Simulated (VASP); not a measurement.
# Si (a cell with a defect) in VASP: notebook, part 2 of 2

VASP 6.6.1.

### 3 Relaxation of the atoms, PBE

File INCAR:

```
  PREC = Accurate
  ENCUT = 520
  EDIFF = 1E-6
  ISMEAR = -1
  SIGMA = 0.02
  LREAL = Auto
  LASPH = T
  NELM = 60
  ALGO = Normal
  ISIF = 2
  LWAVE = F
  LCHARG = F
  GGA = PE
  IBRION = 2
  NSW = 80
  EDIFFG = -0.03
```

File KPOINTS:

```
regular mesh
0
Gamma
  2 2 2
```

File POSCAR:

```
Si
1.0
    0.0000000000      5.4300000000      5.4300000000
    5.4300000000      0.0000000000      5.4300000000
    5.4300000000      5.4300000000      0.0000000000
Si
17
Direct
    0.0000000000      0.0000000000      0.0000000000
    0.1250000000      0.1250000000      0.1250000000
    0.0000000000      0.0000000000      0.5000000000
    0.1250000000      0.1250000000      0.6250000000
    0.0000000000      0.5000000000      0.0000000000
    0.1250000000      0.6250000000      0.1250000000
    0.0000000000      0.5000000000      0.5000000000
    0.1250000000      0.6250000000      0.6250000000
    0.5000000000      0.0000000000      0.0000000000
    0.6250000000      0.1250000000      0.1250000000
    0.5000000000      0.0000000000      0.5000000000
    0.6250000000      0.1250000000      0.6250000000
    0.5000000000      0.5000000000      0.0000000000
    0.6250000000      0.6250000000      0.1250000000
    0.5000000000      0.5000000000      0.5000000000
    0.6250000000      0.6250000000      0.6250000000
    0.3710962100     -0.1288417800      0.3795093600
```

Potentials or basis: VASP PAW PBE potentials, release 64 (Si).

Launch:

```
$ cat potpaw_PBE.64/Si/POTCAR > POTCAR
$ mpirun -np 1 vasp_std > vasp.out
```

OUTCAR:

```text
PREC = Accurate
   ENCUT = 520
   EDIFF = 1E-6
   ISMEAR = -1
   LREAL = Auto
   LASPH = T
   NELM = 60
   ISIF = 2
   GGA = PE
   IBRION = 2
   NSW = 80
   EDIFFG = -0.03

 ion  position               nearest neighbor table
   1  0.000  0.000  0.000-   2 2.35   4 2.35   6 2.35  10 2.35
   2  0.125  0.125  0.125-   1 2.35   3 2.35   5 2.35   9 2.35  17 2.72
   3  0.000  0.000  0.500-  17 2.33   4 2.35   8 2.35  12 2.35   2 2.35
   4  0.125  0.125  0.625-   1 2.35   3 2.35   7 2.35  11 2.35  17 2.71
   5  0.000  0.500  0.000-   2 2.35   6 2.35   8 2.35  14 2.35
   6  0.125  0.625  0.125-   1 2.35   5 2.35   7 2.35  13 2.35
   7  0.000  0.500  0.500-   4 2.35   6 2.35   8 2.35  16 2.35
   8  0.125  0.625  0.625-   3 2.35   5 2.35   7 2.35  15 2.35  17 2.67
   9  0.500  0.000  0.000-   2 2.35  10 2.35  12 2.35  14 2.35  17 2.38
  10  0.625  0.125  0.125-   1 2.35   9 2.35  11 2.35  13 2.35  17 2.76
  11  0.500  0.000  0.500-   4 2.35  10 2.35  12 2.35  16 2.35  17 2.37
  12  0.625  0.125  0.625-   3 2.35   9 2.35  11 2.35  15 2.35
  13  0.500  0.500  0.000-   6 2.35  10 2.35  14 2.35  16 2.35
  14  0.625  0.625  0.125-   5 2.35   9 2.35  13 2.35  15 2.35  17 2.72
  15  0.500  0.500  0.500-  17 2.33  12 2.35  14 2.35  16 2.35   8 2.35
  16  0.625  0.625  0.625-   7 2.35  11 2.35  13 2.35  15 2.35  17 2.71
  17  0.371  0.871  0.380-   3 2.33  15 2.33  11 2.37   9 2.38   8 2.67   4 2.71  16 2.71   2 2.72
                            14 2.72  10 2.76

  LATTYP: Found a face centered cubic cell.
 ALAT       =    10.8600000000

  Lattice vectors:

 A1 = (   0.0000000000,   5.4300000000,   5.4300000000)
 A2 = (   5.4300000000,   0.0000000000,   5.4300000000)
 A3 = (   5.4300000000,   5.4300000000,   0.0000000000)

Analysis of symmetry for initial positions (statically):
=====================================================================
 Subroutine PRICEL returns:
 Original cell was already a primitive cell.

 Routine SETGRP: Setting up the symmetry group for a
 face centered cubic supercell.

 Subroutine GETGRP returns: Found  1 space group operations
 (whereof  1 operations were pure point group operations)
[... 137 lines left out ...]
   POTIM  = 0.5000    time-step for ionic-motion
   TEBEG  =    0.0;   TEEND  =   0.0 temperature during run
   PSTRESS=    0.0 pullay stress
   NELECT =      68.0000    total number of electrons
   NUPDOWN=      -1.0000    fix difference up-down
   EMIN   =  10.00;   EMAX   =-10.00  energy-range for DOS
   EFERMI =   0.00;   METHOD = LEGACY
   ISMEAR =    -1;   SIGMA  =   0.02  broadening in eV -4-tet -1-fermi 0-gaus
   EFERMI_NEDOS =   21; number of points for ismear=-14 and -15
   IALGO  =     38    algorithm
   IMIX   =      4    mixing-type and parameters
     AMIX     =   0.40;   BMIX     =  1.00
     AMIX_MAG =   1.60;   BMIX_MAG =  1.00
  volume/ion in A,a.u.               =      18.84       127.11
  Fermi-wavevector in a.u.,A,eV,Ry     =   0.976715  1.845724 12.979587  0.953973
  Thomas-Fermi vector in A             =   2.107356
   LORBIT       =      0    0 simple, 1 ext, 2 COOP (PROOUT), +10 PAW based schemes
   GGA     = PE    functional components
   LHFCALC =     F    Hartree Fock is set to
   AEXX    =    0.0000 exact exchange contribution
   IVDW    =     0    specifies the selected vdW correction
   LEPSILON=     F    determine dielectric tensor
   LRPA    =     F    only Hartree local field effects (RPA)
 conjugate gradient relaxation of ions
 non-spin polarized calculation
  energy-cutoff  :      520.00
  volume of cell :      320.21
 maximum number of plane-waves:      8646
 NGX is ok and might be reduce to    60
   NGX = 29   NGY = 29   NGZ = 29

--------------------------------------- Ionic step        1  -------------------------------------------

 number of electron      68.0000003 magnetization

 Free energy of the ion-electron system (eV)
  ---------------------------------------------------
  ext. energy  EPLUGINS =         0.00000000
  ---------------------------------------------------
  free energy    TOTEN  =       -87.86869989 eV

  energy without entropy =      -87.85912724  energy(sigma->0) =      -87.86391357

------------------------ aborting loop because EDIFF is reached ----------------------------------------

  FORCE on cell =-STRESS in cart. coord.  units (eV):
  Direction    XX          YY          ZZ          XY          YZ          ZX
  --------------------------------------------------------------------------------------
  -------------------------------------------------------------------------------------
  Total       11.6468077     11.6469098     11.6642935     -0.5385278      0.0449731      0.0402938
  in kB       58.2757678     58.2762783     58.3632594     -2.6945683      0.2250265      0.2016136
  external PRESSURE =      58.3051019 kB  Pullay stress =       0.0000000 kB
[... 242 lines left out ...]
--------------------------------------- Ionic step        6  -------------------------------------------

 number of electron      68.0000001 magnetization

 Free energy of the ion-electron system (eV)
  ---------------------------------------------------
  ext. energy  EPLUGINS =         0.00000000
  ---------------------------------------------------
  free energy    TOTEN  =       -87.99579523 eV

  energy without entropy =      -87.98557934  energy(sigma->0) =      -87.99068729

 E-fermi :   6.9113     XC(G=0):  -9.6743

 val. band max:        6.6790511228   @ k =   0.0000   0.0000   0.0000
 cond. band min:       6.9259567599   @ k =   0.5000   0.0000   0.5000
 fundamental gap:      0.2469056371
 Fermi energy:         6.9112814587

 k-point     1 :       0.0000    0.0000    0.0000
  band No.  band energies     occupation
      1      -6.3192      2.00000
      2      -3.7739      2.00000
      3      -3.6295      2.00000
      4      -3.6276      2.00000
      5      -3.6267      2.00000
      6      -2.8091      2.00000
[... 401 lines left out ...]
  FREE ENERGIE OF THE ION-ELECTRON SYSTEM (eV)
  ---------------------------------------------------
  free  energy   TOTEN  =       -87.9957952286 eV

  energy  without entropy=      -87.9855793426  energy(sigma->0) =      -87.99068729

 reached required accuracy - stopping structural energy minimisation
```

CONTCAR:

```text
Si
   1.00000000000000
     0.0000000000000000    5.4299999999999997    5.4299999999999997
     5.4299999999999997    0.0000000000000000    5.4299999999999997
     5.4299999999999997    5.4299999999999997    0.0000000000000000
  Si
    17
Direct
     0.0003082148271752    0.9986874209158452    0.0005184743283769
     0.1219092359948918    0.1279650434293155    0.1221047686103495
     0.9926624634547989    0.0025448549673721    0.5023799432515190
     0.1219011825183570    0.1279789594859091    0.6280422733713914
     0.0004103893803394    0.5004116303034714    0.0006296086669535
     0.1250435097709715    0.6250430272079590    0.1249480054183656
[... 9 lines left out ...]
     0.6279781232691700    0.6219029764803700    0.6280419509901622
     0.3736335941798910    0.8736559883163538    0.3765914521009333

  0.00000000E+00  0.00000000E+00  0.00000000E+00
  0.00000000E+00  0.00000000E+00  0.00000000E+00
  0.00000000E+00  0.00000000E+00  0.00000000E+00
  0.00000000E+00  0.00000000E+00  0.00000000E+00
  0.00000000E+00  0.00000000E+00  0.00000000E+00
  0.00000000E+00  0.00000000E+00  0.00000000E+00
[... 9 lines left out ...]
  0.00000000E+00  0.00000000E+00  0.00000000E+00
  0.00000000E+00  0.00000000E+00  0.00000000E+00
```

Wall time 6.8 min (1 thread of AMD EPYC 9R45 (Zen 5), shared host); peak memory 0.5 GiB.

Results:

| Property | Result |
| --- | --- |
| Free energy | -87.9958 eV |
| Energy gained by relaxing | 7.5 meV/atom |
| Ionic steps | 6 |
| Pressure after relaxing | 5.3 GPa |
| Largest force after relaxing | 0.029 eV/Å |
| Band gap on the k mesh | zero (bands 34 and 35 overlap by 0.25 eV) |

Forces in eV/Å, atoms in the order of the input:
```
Si  -0.003  0.002  0.002
Si   0.007  0.002 -0.006
Si  -0.001  0.003 -0.008
Si  -0.002 -0.006 -0.005
Si  -0.004 -0.004  0.002
Si   0.000  0.000  0.000
Si   0.004  0.004  0.001
Si   0.000  0.000  0.005
Si  -0.001 -0.001 -0.006
Si   0.001  0.001 -0.001
Si   0.003  0.002 -0.007
Si   0.000 -0.001  0.012
Si   0.002 -0.003  0.002
Si   0.002  0.007 -0.006
Si   0.003 -0.001 -0.008
Si  -0.006 -0.002 -0.005
Si  -0.003 -0.003  0.028
```

Step by step:
| step | energy change (eV) | largest force (eV/Å) | pressure (GPa) |
| --- | --- | --- | --- |
| 1 | 0.0000 | 1.0218 | 5.83 |
| 2 | -0.1234 | 0.1225 | 5.36 |
| 3 | -0.1240 | 0.1232 | 5.33 |
| 4 | -0.1265 | 0.0615 | 5.34 |
| 5 | -0.1266 | 0.0687 | 5.34 |
| 6 | -0.1271 | 0.0288 | 5.34 |

Final structure:
```xyz
17
Lattice="0.0000 5.4300 5.4300 5.4300 0.0000 5.4300 5.4300 5.4300 0.0000" Properties=species:S:1:pos:R:3 pbc="T T T"
Si    5.4257    0.0045    5.4245
Si    1.3579    1.3250    1.3568
Si    2.7417    8.1181    5.4040
Si    4.1052    4.0722    1.3568
Si    2.7207    0.0056    2.7195
Si    4.0725    1.3575    4.0730
Si    5.4243    2.7093    2.7197
Si    6.7875    4.0725    4.0387
Si    5.4105    8.1255    2.7349
Si    1.3576    4.0726    4.1039
Si    2.7356    5.4506    2.7361
Si    4.0734    6.7883    4.0624
Si    2.7195    2.7107    5.4246
Si    4.0400    4.0729    6.7868
Si    5.4031    5.4567    5.4040
Si    6.7872    6.8202    6.7869
Si    6.7888    4.0737    6.7728
```

Caveat: the k points lie up to 0.50 Å⁻¹ apart.

The gap in the log of VASP goes by the Fermi energy; the results here count the filled bands.